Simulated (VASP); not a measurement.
A run of VASP 6.6.1 is set up as follows.

POSCAR

```
ZrSbS
1.0
    3.8524750000      0.0000000000      0.0000000000
    0.0000000000      3.8524750000      0.0000000000
    0.0000000000      0.0000000000      8.5373410000
Sb Zr S
2 2 2
Direct
    0.0000000000      0.0000000000      0.0000000000
    0.5000000000      0.5000000000      0.0000000000
    0.0000000000      0.5000000000      0.2770000000
    0.5000000000      0.0000000000      0.7230000000
    0.0000000000      0.5000000000      0.6220000000
    0.5000000000      0.0000000000      0.3780000000
```

Contents of INCAR.step1:

```
PREC = Accurate
ENCUT = 520
ISMEAR = -5
SIGMA = 0.1
LREAL = False
LASPH = True
NELM = 60
NBANDS = 32
GGA = PE
ALGO = Normal
EDIFF = 1E-4
LWAVE = True
LCHARG = False
```

Contents of INCAR.step2:

```
PREC = Accurate
ENCUT = 520
EDIFF = 1E-6
ISMEAR = -5
SIGMA = 0.1
LREAL = False
LASPH = True
NELM = 60
ALGO = Normal
ISIF = 2
LWAVE = False
LCHARG = False
METAGGA = R2SCAN
LMIXTAU = True
NBANDS = 32
ISTART = 1
```

KPOINTS

```
regular mesh
0
Gamma
  7 7 3
```

Potentials or basis: VASP PAW PBE potentials, release 64 (Sb, Zr_sv, S).

Command:

```console
$ cat potpaw_PBE.64/Sb/POTCAR potpaw_PBE.64/Zr_sv/POTCAR potpaw_PBE.64/S/POTCAR > POTCAR
$ cp INCAR.step1 INCAR
$ mpirun -np 1 vasp_std > vasp.out
$ cp INCAR.step2 INCAR
$ mpirun -np 1 vasp_std > vasp.out
```

Task: Predict the pressure.

Result: 3.6 GPa.

Task: Estimate the largest force.

Result: 0.572 eV/Å.

Forces in eV/Å, atoms in the order of the input:
```
Sb   0.000  0.000  0.000
Sb   0.000  0.000  0.000
Zr   0.000  0.000  0.572
Zr   0.000  0.000 -0.572
S    0.000  0.000  0.068
S    0.000  0.000 -0.068
```

Caveat: the PAW data sets were made with another functional, which shifts forces and pressure a little; tetrahedron occupations give inexact forces and stress in metals.
